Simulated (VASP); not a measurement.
# BN (F-43m) in VASP: further runs, part 2 of 2

VASP 6.6.1. Earlier steps stand in the parts before.

## 4. Single point, r2SCAN

POSCAR reads:

```
BN
1.0
    0.0000000000      1.8048242572      1.8048242572
    1.8048242572      0.0000000000      1.8048242572
    1.8048242572      1.8048242572      0.0000000000
B N
1 1
Direct
    0.0000000000      0.0000000000      0.0000000000
    0.7500000000      0.7500000000      0.7500000000
```

INCAR.step1 reads:

```
SYSTEM = BN
  PREC = Accurate
  ENCUT = 520
  ISMEAR = 0
  SIGMA = 0.01
  LREAL = .False.
  LASPH = .True.
  NELM = 60
  NBANDS = 11
  GGA = PE
  ALGO = Normal
  EDIFF = 1E-4
  LWAVE = .True.
  LCHARG = .False.
```

INCAR.step2 reads:

```
SYSTEM = BN
  PREC = Accurate
  ENCUT = 520
  EDIFF = 1E-7
  ISMEAR = 0
  SIGMA = 0.01
  LREAL = .False.
  LASPH = .True.
  NELM = 60
  ALGO = Normal
  ISIF = 2
  LWAVE = .False.
  LCHARG = .False.
  METAGGA = R2SCAN
  LMIXTAU = .True.
  NBANDS = 11
  ISTART = 1
```

KPOINTS reads:

```
Automatic mesh
0
Gamma
  8 8 8
  0 0 0
```

Run with:

```
cat potpaw_PBE.64/B/POTCAR potpaw_PBE.64/N/POTCAR > POTCAR
cp INCAR.step1 INCAR
mpirun -np 1 vasp_std > vasp.out
cp INCAR.step2 INCAR
mpirun -np 1 vasp_std > vasp.out
```

Run time: 8.2 s. Hardware: 1 thread of Intel Xeon 6975P-C (Granite Rapids), shared host; peak memory 0.12 GiB.

It converged, with:

```
Free energy            : -19.1712 eV
Pressure               : 1.1 GPa
Band gap on the k mesh : 4.98 eV, indirect (least direct gap 9.55 eV)
```

Levels at points of the mesh, in eV from the valence-band top:
```tsv
k point	band 1	band 2	band 3	band 4	band 5	band 6	band 7	band 8
(0.00, 0.00, 0.00)	-21.34	0.00	0.00	0.00	9.55	9.55	9.55	11.14
(0.50, 0.00, 0.00)	-17.03	-11.13	-2.02	-2.02	10.85	11.49	11.49	16.45
(0.50, 0.50, 0.00)	-15.60	-9.35	-5.12	-5.12	4.98	9.84	19.33	19.33
```

Caveat: the PAW data sets were made with another functional, which shifts forces and pressure a little.

## 5. Single point, PBE

INCAR reads:

```
SYSTEM = BN
PREC = Accurate
ENCUT = 520
EDIFF = 1E-7
ISMEAR = 0
SIGMA = 0.01
LREAL = .False.
LASPH = .True.
NELM = 80
ALGO = Normal
ISIF = 2
LWAVE = .False.
LCHARG = .False.
GGA = PE
NBANDS = 11
```

KPOINTS reads:

```
regular mesh
0
Gamma
  12 12 12
  0 0 0
```

POSCAR is that of step 4.

Run with:

```
cat potpaw_PBE.64/B/POTCAR potpaw_PBE.64/N/POTCAR > POTCAR
mpirun -np 1 vasp_std > vasp.out
```

Wall time 3.9 s (1 thread of Intel Xeon 6975P-C (Granite Rapids), shared host); peak memory 0.12 GiB.

It converged, with:

```yaml
Free_energy: -17.4483 eV
Pressure: 5.0 GPa
Band_gap_on_the_k_mesh: 4.46 eV, indirect (least direct gap 8.84 eV)
```

Levels at points of the mesh, in eV from the valence-band top:
```tsv
k point	band 1	band 2	band 3	band 4	band 5	band 6	band 7	band 8
(0.00, 0.00, 0.00)	-20.28	0.00	0.00	0.00	8.84	8.84	8.84	10.42
(0.50, 0.00, 0.00)	-16.04	-10.73	-1.95	-1.95	10.20	10.73	10.73	15.30
(0.50, 0.50, 0.00)	-14.67	-8.94	-4.93	-4.93	4.46	9.26	17.99	17.99
```

## 6. Single point, HSE06

POSCAR is that of step 5.

INCAR.step1 reads:

```
SYSTEM = BN
ALGO     = Normal         ! electronic algorithm
EDIFF    = 1E-5           ! SCF threshold, eV
ENCUT    = 520            ! plane-wave cutoff, eV
GGA      = PE             ! functional
ISIF     = 2              ! what is computed and relaxed
ISMEAR   = 0              ! smearing method
LASPH    = .True.         ! aspherical terms in the spheres
LCHARG   = .False.        ! write CHGCAR
LREAL    = .False.        ! projectors in reciprocal space
LWAVE    = .True.         ! write WAVECAR
NBANDS   = 11             ! bands
NELM     = 100            ! most SCF steps
PREC     = Accurate       ! precision mode
SIGMA    = 0.01           ! smearing width, eV
```

INCAR.step2 reads:

```
SYSTEM = BN
ALGO     = Normal         ! electronic algorithm
EDIFF    = 1E-6           ! SCF threshold, eV
ENCUT    = 520            ! plane-wave cutoff, eV
GGA      = PE             ! functional
HFSCREEN = 0.2079         ! screening, 1/A
ISIF     = 2              ! what is computed and relaxed
ISMEAR   = 0              ! smearing method
ISTART   = 1            
LASPH    = .True.         ! aspherical terms in the spheres
LCHARG   = .False.        ! write CHGCAR
LHFCALC  = .True.         ! exact exchange
LREAL    = .False.        ! projectors in reciprocal space
LWAVE    = .False.        ! write WAVECAR
NBANDS   = 11             ! bands
NELM     = 100            ! most SCF steps
PREC     = Accurate       ! precision mode
PRECFOCK = Normal       
SIGMA    = 0.01           ! smearing width, eV
```

KPOINTS reads:

```
k-points
0
Gamma
  8 8 8
  0 0 0
```

Potentials or basis: VASP PAW PBE potentials, release 64 (B, N).

Run with:

```
cat potpaw_PBE.64/B/POTCAR potpaw_PBE.64/N/POTCAR > POTCAR
cp INCAR.step1 INCAR
mpirun -np 1 vasp_std > vasp.out
cp INCAR.step2 INCAR
mpirun -np 1 vasp_std > vasp.out
```

OUTCAR:

```text
SYSTEM = BN
   EDIFF = 1E-6
   ENCUT = 520
   GGA = PE
   HFSCREEN = 0.2079
   ISIF = 2
   ISMEAR = 0
   ISTART = 1
   LASPH = .True.
   LHFCALC = .True.
   LREAL = .False.
   NELM = 100
   PREC = Accurate
   PRECFOCK = Normal

 ion  position               nearest neighbor table
   1  0.000  0.000  0.000-   2 1.56   2 1.56   2 1.56   2 1.56
   2  0.750  0.750  0.750-   1 1.56   1 1.56   1 1.56   1 1.56

  LATTYP: Found a face centered cubic cell.
 ALAT       =     3.6096485144

  Lattice vectors:

[... 522 lines left out ...]
      6      19.6295      0.00000
      7      23.2024      0.00000
      8      24.6887      0.00000
      9      28.0913      0.00000
     10      34.8754      0.00000
     11      36.4358      0.00000

 [... further k-points ...]
[... 5 lines left out ...]
  --------------------------------------------------------------------------------------
  -------------------------------------------------------------------------------------
  Total       -0.2885113     -0.2885113     -0.2885113     -0.0000000     -0.0000000      0.0000000
  in kB      -39.3132175    -39.3132175    -39.3132175     -0.0000000     -0.0000000      0.0000000
  external PRESSURE =     -39.3132175 kB  Pullay stress =       0.0000000 kB

 VOLUME and BASIS-vectors are now :
 -----------------------------------------------------------------------------
  energy-cutoff  :      520.00
  volume of cell :       11.76
      direct lattice vectors                 reciprocal lattice vectors
     0.000000000  1.804824257  1.804824257    -0.277035284  0.277035284  0.277035284
     1.804824257  0.000000000  1.804824257     0.277035284 -0.277035284  0.277035284
     1.804824257  1.804824257  0.000000000     0.277035284  0.277035284 -0.277035284

 POSITION                                       TOTAL-FORCE (eV/Angst)
 -----------------------------------------------------------------------------------
      0.00000      0.00000      0.00000        -0.000000     -0.000000     -0.000000
      2.70724      2.70724      2.70724         0.000000      0.000000      0.000000
 -----------------------------------------------------------------------------------
    total drift:                                0.000000      0.000000      0.000000

  FREE ENERGIE OF THE ION-ELECTRON SYSTEM (eV)
  ---------------------------------------------------
  free  energy   TOTEN  =       -20.3273436496 eV

  energy  without entropy=      -20.3273436496  energy(sigma->0) =      -20.32734365
```

OUTCAR.step1:

```text
SYSTEM = BN
   EDIFF = 1E-5
   ENCUT = 520
   GGA = PE
   ISIF = 2
   ISMEAR = 0
[... 558 lines left out ...]
      0.00000      0.00000      0.00000         0.000000      0.000000     -0.000000
      2.70724      2.70724      2.70724        -0.000000     -0.000000      0.000000
 -----------------------------------------------------------------------------------
    total drift:                               -0.000000     -0.000000     -0.000000

  FREE ENERGIE OF THE ION-ELECTRON SYSTEM (eV)
  ---------------------------------------------------
  free  energy   TOTEN  =       -17.4480396366 eV

  energy  without entropy=      -17.4480396366  energy(sigma->0) =      -17.44803964
```

It took 4.2 min on 1 thread of Intel Xeon 6975P-C (Granite Rapids), shared host; peak memory 0.23 GiB.

Results:

```
Free energy            : -20.3273 eV
Pressure               : -3.9 GPa
Band gap on the k mesh : 5.78 eV, indirect (least direct gap 10.57 eV)
```

Levels at points of the mesh, in eV from the valence-band top:
```csv
k point,band 2,band 3,band 4,band 5,band 6,band 7
"(0.00, 0.00, 0.00)",0.00,0.00,0.00,10.57,10.57,10.57
"(0.50, 0.00, 0.00)",-11.67,-2.11,-2.11,11.90,12.54,12.54
"(0.50, 0.50, 0.00)",-9.80,-5.34,-5.34,5.78,10.76,20.53
```

Caveat: the PAW data sets were made with another functional, which shifts forces and pressure a little.

## 7. Single point, PBE0

POSCAR is that of step 6.

INCAR.step1 reads:

```
PREC = Accurate ; ENCUT = 520
EDIFF = 1E-5 ; ISMEAR = 0
SIGMA = 0.01 ; LREAL = False
LASPH = True ; NELM = 60
ALGO = Normal ; ISIF = 2
LWAVE = True ; GGA = PE
NBANDS = 11
```

INCAR.step2 reads:

```
PREC = Accurate ; ENCUT = 520
EDIFF = 1E-7 ; ISMEAR = 0
SIGMA = 0.01 ; LREAL = False
LASPH = True ; NELM = 60
ALGO = Normal ; ISIF = 2
LWAVE = False ; LCHARG = True
GGA = PE ; LHFCALC = True
AEXX = 0.25 ; PRECFOCK = Normal
LELF = True ; LVHAR = True
ISTART = 1 ; NBANDS = 11
```

KPOINTS reads:

```
regular mesh
0
Gamma
  8 8 8
```

Potentials or basis: VASP PAW PBE potentials, release 64 (B, N).

Run with:

```
cat potpaw_PBE.64/B/POTCAR potpaw_PBE.64/N/POTCAR > POTCAR
cp INCAR.step1 INCAR
mpirun -np 1 vasp_std > vasp.out
cp INCAR.step2 INCAR
mpirun -np 1 vasp_std > vasp.out
```

OUTCAR:

```text
PREC = Accurate
   ENCUT = 520
   EDIFF = 1E-7
   ISMEAR = 0
   LREAL = False
   LASPH = True
   NELM = 60
   ISIF = 2
   GGA = PE
   LHFCALC = True
   AEXX = 0.25
   PRECFOCK = Normal
   ISTART = 1

 ion  position               nearest neighbor table
   1  0.000  0.000  0.000-   2 1.56   2 1.56   2 1.56   2 1.56
   2  0.750  0.750  0.750-   1 1.56   1 1.56   1 1.56   1 1.56

  LATTYP: Found a face centered cubic cell.
 ALAT       =     3.6096485144

[... 521 lines left out ...]
      3       0.9122      2.00000
      4       2.4544      2.00000
      5      18.2395      0.00000
      6      20.0292      0.00000
      7      23.6076      0.00000
      8      25.0948      0.00000
      9      28.4961      0.00000
     10      35.2845      0.00000
     11      36.8453      0.00000

 [... further k-points ...]
[... 5 lines left out ...]
  --------------------------------------------------------------------------------------
  -------------------------------------------------------------------------------------
  Total       -0.2840440     -0.2840440     -0.2840440      0.0000000     -0.0000000      0.0000000
  in kB      -38.7045055    -38.7045055    -38.7045055      0.0000000     -0.0000000      0.0000000
  external PRESSURE =     -38.7045055 kB  Pullay stress =       0.0000000 kB

 VOLUME and BASIS-vectors are now :
 -----------------------------------------------------------------------------
  energy-cutoff  :      520.00
  volume of cell :       11.76
      direct lattice vectors                 reciprocal lattice vectors
     0.000000000  1.804824257  1.804824257    -0.277035284  0.277035284  0.277035284
     1.804824257  0.000000000  1.804824257     0.277035284 -0.277035284  0.277035284
     1.804824257  1.804824257  0.000000000     0.277035284  0.277035284 -0.277035284

 POSITION                                       TOTAL-FORCE (eV/Angst)
 -----------------------------------------------------------------------------------
      0.00000      0.00000      0.00000        -0.000000     -0.000000     -0.000000
      2.70724      2.70724      2.70724         0.000000      0.000000      0.000000
 -----------------------------------------------------------------------------------
    total drift:                               -0.000000      0.000000     -0.000000

  FREE ENERGIE OF THE ION-ELECTRON SYSTEM (eV)
  ---------------------------------------------------
  free  energy   TOTEN  =       -21.2821263934 eV

  energy  without entropy=      -21.2821263934  energy(sigma->0) =      -21.28212639
```

Wall time 5 min (1 thread of Intel Xeon 6975P-C (Granite Rapids), shared host); peak memory 0.13 GiB.

Results:

```yaml
Free_energy: -21.2821 eV
Pressure: -3.9 GPa
Band_gap_on_the_k_mesh: 6.55 eV, indirect (least direct gap 11.35 eV)
```

Caveat: the PAW data sets were made with another functional, which shifts forces and pressure a little. A k mesh can miss the band edges.

## 8. Overview

```tsv
level	k mesh	grid for exact exchange (PRECFOCK)	screening parameter	gap on the mesh (eV)	pressure (GPa)
PBE	8 × 8 × 8	-	-	4.46	5.0
r2SCAN	8 × 8 × 8	-	-	4.98	1.1
PBE	12 × 12 × 12	-	-	4.46	5.0
HSE06	8 × 8 × 8	Normal	0.2079 1/Å	5.78	-3.9
PBE0	8 × 8 × 8	Normal	-	6.55	-3.9
```

Alike in all rows: task single point; potentials or basis VASP PAW PBE potentials, release 64 (B, N); no spin polarisation; cell as given; cutoff (eV) 520; smearing gaussian 0.01 eV.

On the cell as given the gap runs from 4.46 eV (PBE) to 6.55 eV (PBE0); the meshes differ, which moves gaps too. The pressure there spans -3.9 GPa (HSE06) to 5.0 GPa (PBE); a positive pressure means that this level wants a larger cell, a negative one a smaller.

Caveats: the PAW data sets were made with another functional, which shifts forces and pressure a little (some runs).

Absolute energies hang on the potentials; compare differences alone.
